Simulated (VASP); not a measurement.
# Pb (Fm-3m) in VASP: a series of runs

Runs on Pb. Level: PBE. Tasks: single point.

All numbers are computed with VASP 6.6.1; they aren't measurements. Logs are shortened: lines on timing, memory, paths and dates and some standing lists are left out, and cuts for length are marked.

## 1. The cell of the first run

The structure is cubic, space group Fm-3m (No. 225). The conventional cell has a = 4.432 Å, b = 4.432 Å, c = 4.432 Å, α = 90.00°, β = 90.00°, γ = 90.00°. Within 4.1 Å of Pb (site symmetry m-3m) lie 12 Pb at 3.13 Å.

## 2. Single point, PBE (volume scaled by 0.68)

The input, INCAR:

```
ALGO = Normal
EDIFF = 1E-6
ENCUT = 500
GGA = PE
GGA_COMPAT = False
ISIF = 2
ISMEAR = -1
LASPH = True
LCHARG = False
LREAL = False
LWAVE = False
NBANDS = 13
NELM = 120
PREC = Accurate
SIGMA = 0.05
```

The input, KPOINTS:

```
k-points
0
Gamma
  14 14 14
```

The input, POSCAR:

```
Pb
1.0
    0.0000000000      2.2162368752      2.2162368752
    2.2162368752      0.0000000000      2.2162368752
    2.2162368752      2.2162368752      0.0000000000
Pb
1
Direct
    0.0000000000      0.0000000000      0.0000000000
```

Potentials or basis: VASP PAW PBE potentials, release 64 (Pb_d).

Started as:

```bash
> cat potpaw_PBE.64/Pb_d/POTCAR > POTCAR
> mpirun -np 1 vasp_std > vasp.out
```

OUTCAR:

```text
EDIFF = 1E-6
   ENCUT = 500
   GGA = PE
   ISIF = 2
   ISMEAR = -1
   LASPH = True
   LREAL = False
   NELM = 120
   PREC = Accurate

 ion  position               nearest neighbor table
   1  0.000  0.000  0.000-

  LATTYP: Found a face centered cubic cell.
 ALAT       =     4.4324737504

  Lattice vectors:

 A1 = (   0.0000000000,   2.2162368752,   2.2162368752)
 A2 = (   2.2162368752,   0.0000000000,   2.2162368752)
 A3 = (   2.2162368752,   2.2162368752,   0.0000000000)

Analysis of symmetry for initial positions (statically):
=====================================================================
 Subroutine PRICEL returns:
 Original cell was already a primitive cell.

 Routine SETGRP: Setting up the symmetry group for a
 face centered cubic supercell.

 Subroutine GETGRP returns: Found 48 space group operations
 (whereof 48 operations were pure point group operations)
 out of a pool of 48 trial point group operations.

The static configuration has the point symmetry O_h .

Analysis of symmetry for dynamics (positions and initial velocities):
=====================================================================
 Subroutine PRICEL returns:
 Original cell was already a primitive cell.

 Routine SETGRP: Setting up the symmetry group for a
 face centered cubic supercell.

 Subroutine GETGRP returns: Found 48 space group operations
 (whereof 48 operations were pure point group operations)
 out of a pool of 48 trial point group operations.

The dynamic configuration has the point symmetry O_h .

 Subroutine INISYM returns: Found 48 space group operations
 (whereof 48 operations are pure point group operations),
 and found     1 'primitive' translations

----------------------------------------------------------------------------------------

                                     Primitive cell

  volume of cell :      21.7710

  direct lattice vectors                    reciprocal lattice vectors
     0.000000000  2.216236875  2.216236875    -0.225607653  0.225607653  0.225607653
     2.216236875  0.000000000  2.216236875     0.225607653 -0.225607653  0.225607653
     2.216236875  2.216236875  0.000000000     0.225607653  0.225607653 -0.225607653

  length of vectors
     3.134232246  3.134232246  3.134232246     0.390763918  0.390763918  0.390763918

  position of ions in fractional coordinates (direct lattice)
     0.000000000  0.000000000  0.000000000

  ion indices of the primitive-cell ions
   primitive index   ion index
                 1           1

----------------------------------------------------------------------------------------

 KPOINTS: k-points

Automatic generation of k-mesh.
 Grid dimensions read from file:
 generate k-points for:   14   14   14

 Generating k-lattice:

  Cartesian coordinates                     Fractional coordinates (reciprocal lattice)
    -0.016114832  0.016114832  0.016114832     0.071428571  0.000000000  0.000000000
     0.016114832 -0.016114832  0.016114832     0.000000000  0.071428571  0.000000000
     0.016114832  0.016114832 -0.016114832     0.000000000  0.000000000  0.071428571

  Length of vectors
     0.027911708  0.027911708  0.027911708

  Shift w.r.t. Gamma in fractional coordinates (k-lattice)
     0.000000000  0.000000000  0.000000000

 Subroutine IBZKPT returns following result:
 ===========================================

 Found    104 irreducible k-points:

 Following reciprocal coordinates:
            Coordinates               Weight
  0.000000  0.000000  0.000000      1.000000
  0.071429  0.000000  0.000000      8.000000
  0.142857  0.000000  0.000000      8.000000
  0.214286  0.000000  0.000000      8.000000
  0.285714  0.000000  0.000000      8.000000
  0.357143  0.000000  0.000000      8.000000
[... 16 lines left out ...]
  0.214286  0.142857  0.000000     24.000000
  0.285714  0.142857  0.000000     24.000000
 [... further k-points ...]
   k-points           NKPTS =    104   k-points in BZ     NKDIM =    104   number of bands    NBANDS=     13
   number of dos      NEDOS =    301   number of ions     NIONS =      1
   total plane-waves  NPLWV =  13824
   dimension x,y,z NGX =    24 NGY =   24 NGZ =   24
   dimension x,y,z NGXF=    48 NGYF=   48 NGZF=   48
   ions per type =               1
   NGX,Y,Z   is equivalent  to a cutoff of  12.73, 12.73, 12.73 a.u.
   NGXF,Y,Z  is equivalent  to a cutoff of  25.46, 25.46, 25.46 a.u.
 SYSTEM =  unknown system
   PREC   = accura    normal or accurate (medium, high low for compatibility)
   ISTART =      0    job   : 0-new  1-cont  2-samecut
   ICHARG =      2    charge: 1-file 2-atom 10-const
   ISPIN  =      1    spin polarized calculation?
   LNONCOLLINEAR =      F non collinear calculations
   LSORBIT =      F    spin-orbit coupling
   LASPH  =      T    aspherical Exc in radial PAW
   ENCUT  =  500.0 eV  36.75 Ry    6.06 a.u.   5.71  5.71  5.71*2*pi/ulx,y,z
   NELM   =    120;   NELMIN=  2; NELMDL= -5     # of ELM steps
   EDIFF  = 0.1E-05   stopping-criterion for ELM
   LREAL  =      F    real-space projection
   EDIFFG = 0.1E-04   stopping-criterion for IOM
   NSW    =      0    number of steps for IOM
   IBRION =     -1    ionic relax: 0-MD 1-quasi-New 2-CG
   NFREE  =      0    steps in history (QN), initial steepest desc. (CG)
   ISIF   =      2    stress and relaxation
   ISYM   =      2    0-nonsym 1-usesym 2-fastsym
   POTIM  = 0.5000    time-step for ionic-motion
   TEBEG  =    0.0;   TEEND  =   0.0 temperature during run
   PSTRESS=    0.0 pullay stress
   NELECT =      14.0000    total number of electrons
   NUPDOWN=      -1.0000    fix difference up-down
   EMIN   =  10.00;   EMAX   =-10.00  energy-range for DOS
   EFERMI =   0.00;   METHOD = LEGACY
   ISMEAR =    -1;   SIGMA  =   0.05  broadening in eV -4-tet -1-fermi 0-gaus
   EFERMI_NEDOS =   21; number of points for ismear=-14 and -15
   IALGO  =     38    algorithm
   IMIX   =      4    mixing-type and parameters
     AMIX     =   0.40;   BMIX     =  1.00
     AMIX_MAG =   1.60;   BMIX_MAG =  1.00
  volume/ion in A,a.u.               =      21.77       146.92
  Fermi-wavevector in a.u.,A,eV,Ry     =   1.413052  2.670280 27.166952  1.996715
  Thomas-Fermi vector in A             =   2.534737
   LORBIT       =      0    0 simple, 1 ext, 2 COOP (PROOUT), +10 PAW based schemes
   GGA     = PE    functional components
   LHFCALC =     F    Hartree Fock is set to
   AEXX    =    0.0000 exact exchange contribution
   IVDW    =     0    specifies the selected vdW correction
   LEPSILON=     F    determine dielectric tensor
   LRPA    =     F    only Hartree local field effects (RPA)
 non-spin polarized calculation
  energy-cutoff  :      500.00
  volume of cell :       21.77
 maximum number of plane-waves:       568
   NGX = 11   NGY = 11   NGZ = 11

 number of electron      13.9999998 magnetization

 Free energy of the ion-electron system (eV)
  ---------------------------------------------------
  ext. energy  EPLUGINS =         0.00000000
  ---------------------------------------------------
  free energy    TOTEN  =        -2.70857358 eV

  energy without entropy =       -2.70403725  energy(sigma->0) =       -2.70630541

 E-fermi :  11.8995     XC(G=0): -11.8847

 val. band max:       11.8904806647   @ k =  -0.4286   0.3571   0.1429
 cond. band min:      11.9534109870   @ k =  -0.4286   0.4286   0.0714
 fundamental gap:      0.0629303223
 Fermi energy:        11.8994752450

 k-point     1 :       0.0000    0.0000    0.0000
  band No.  band energies     occupation
      1      -5.8874      2.00000
      2      -5.8874      2.00000
      3      -5.8874      2.00000
      4      -5.5206      2.00000
      5      -5.5206      2.00000
      6      -2.8397      2.00000
      7      21.3670      0.00000
      8      21.8275      0.00000
      9      21.8275      0.00000
     10      21.8275      0.00000
     11      27.0373      0.00000
     12      27.0373      0.00000
     13      27.0440      0.00000

 k-point     2 :       0.0714    0.0000    0.0000
  band No.  band energies     occupation
      1      -5.8919      2.00000
      2      -5.8692      2.00000
      3      -5.8692      2.00000
      4      -5.5233      2.00000
      5      -5.5233      2.00000
      6      -2.7039      2.00000
      7      20.1931      0.00000
      8      21.4680      0.00000
      9      21.7016      0.00000
     10      21.7016      0.00000
     11      26.8074      0.00000
     12      27.1554      0.00000
     13      27.1554      0.00000

 k-point     3 :       0.1429    0.0000    0.0000
  band No.  band energies     occupation
      1      -5.9101      2.00000
      2      -5.8276      2.00000
      3      -5.8276      2.00000
      4      -5.5205      2.00000
      5      -5.5205      2.00000
      6      -2.2889      2.00000
      7      17.4066      0.00000
      8      21.3515      0.00000
      9      21.3515      0.00000
     10      21.5497      0.00000
     11      26.0792      0.00000
     12      27.0672      0.00000
     13      27.0672      0.00000
[... 305 lines left out ...]
 k-point    23 :       0.2143    0.1429    0.0000
  band No.  band energies     occupation
      1      -6.0069      2.00000
      2      -5.7169      2.00000
      3      -5.6973      2.00000
      4      -5.6505      2.00000
      5      -5.4269      2.00000
      6      -1.5933      2.00000
      7      16.6775      0.00000
      8      18.5850      0.00000
      9      19.5239      0.00000
     10      21.3400      0.00000
     11      22.3077      0.00000
     12      28.2612      0.00000
     13      28.6211      0.00000

 k-point    24 :       0.2857    0.1429    0.0000
  band No.  band energies     occupation
      1      -6.0236      2.00000
      2      -5.7570      2.00000
      3      -5.6766      2.00000
      4      -5.5977      2.00000
      5      -5.3547      2.00000
      6      -0.7862      2.00000
      7      13.8595      0.00000
      8      17.9952      0.00000
      9      18.9027      0.00000
     10      20.8716      0.00000
     11      23.3327      0.00000
     12      27.9461      0.00000
     13      28.3976      0.00000

 [... further k-points ...]

------------------------ aborting loop because EDIFF is reached ----------------------------------------

  FORCE on cell =-STRESS in cart. coord.  units (eV):
  Direction    XX          YY          ZZ          XY          YZ          ZX
  --------------------------------------------------------------------------------------
  -------------------------------------------------------------------------------------
  Total        5.3019704      5.3019704      5.3019704      0.0000000     -0.0000000      0.0000000
  in kB      390.1839116    390.1839116    390.1839116      0.0000000     -0.0000000      0.0000000
  external PRESSURE =     390.1839116 kB  Pullay stress =       0.0000000 kB

 VOLUME and BASIS-vectors are now :
 -----------------------------------------------------------------------------
  energy-cutoff  :      500.00
  volume of cell :       21.77
      direct lattice vectors                 reciprocal lattice vectors
     0.000000000  2.216236875  2.216236875    -0.225607653  0.225607653  0.225607653
     2.216236875  0.000000000  2.216236875     0.225607653 -0.225607653  0.225607653
     2.216236875  2.216236875  0.000000000     0.225607653  0.225607653 -0.225607653

 POSITION                                       TOTAL-FORCE (eV/Angst)
 -----------------------------------------------------------------------------------
      0.00000      0.00000      0.00000         0.000000      0.000000      0.000000
 -----------------------------------------------------------------------------------
    total drift:                               -0.000000      0.000000      0.000000

  FREE ENERGIE OF THE ION-ELECTRON SYSTEM (eV)
  ---------------------------------------------------
  free  energy   TOTEN  =        -2.7085735757 eV

  energy  without entropy=       -2.7040372507  energy(sigma->0) =       -2.70630541
```

Run time: 14 s. Hardware: 1 thread of AMD EPYC 9R14 (Zen 4), shared host; peak memory 0.12 GiB.

What came out:

* Free energy: -2.7086 eV
* Pressure: 39.0 GPa
* Band gap on the k mesh: zero (band 7 reaches 21.37 eV, above the bottom of band 8 at 9.47 eV)

Caveat: spin-orbit coupling is left out, which moves the levels of the heavy elements.

## 3. Single point, PBE (volume scaled by 0.78)

The input, INCAR:

```
SYSTEM = Pb
  PREC = Accurate
  ENCUT = 500
  EDIFF = 1E-6
  ISMEAR = -1
  SIGMA = 0.05
  LREAL = .False.
  LASPH = .True.
  NELM = 120
  ALGO = Normal
  ISIF = 2
  LWAVE = .False.
  LCHARG = .False.
  GGA = PE
  NBANDS = 13
  GGA_COMPAT = .False.
```

The input, KPOINTS:

```
regular mesh
0
Gamma
  14 14 14
  0 0 0
```

The input, POSCAR:

```
Pb
1.0
    0.0000000000      2.3199470532      2.3199470532
    2.3199470532      0.0000000000      2.3199470532
    2.3199470532      2.3199470532      0.0000000000
Pb
1
Direct
    0.0000000000      0.0000000000      0.0000000000
```

Potentials or basis: VASP PAW PBE potentials, release 64 (Pb_d).

Started as:

```bash
> cat potpaw_PBE.64/Pb_d/POTCAR > POTCAR
> mpirun -np 1 vasp_std > vasp.out
```

Run time: 15 s. Hardware: 1 thread of AMD EPYC 9R14 (Zen 4), shared host; peak memory 0.12 GiB.

The run converged. Its results:

```
Free energy            : -3.2568 eV
Pressure               : 18.0 GPa
Band gap on the k mesh : zero (band 7 reaches 18.70 eV, above the bottom of band 8 at 7.73 eV)
```

Levels at points of the mesh, in eV from the Fermi level:
```tsv
k point	band 3	band 4	band 5	band 6	band 7	band 8	band 9	band 10	band 11	band 12
(0.00, 0.00, 0.00)	-17.43	-17.18	-17.18	-13.38	8.88	8.88	8.88	9.66	13.68	13.92
(0.50, 0.00, 0.00)	-17.42	-16.95	-16.95	-8.46	-5.40	6.58	6.58	9.14	11.27	12.34
(0.50, 0.50, 0.00)	-16.97	-16.89	-16.89	-6.54	-4.26	2.11	2.11	5.92	7.22	19.17
```

Caveat: spin-orbit coupling is left out, which moves the levels of the heavy elements.
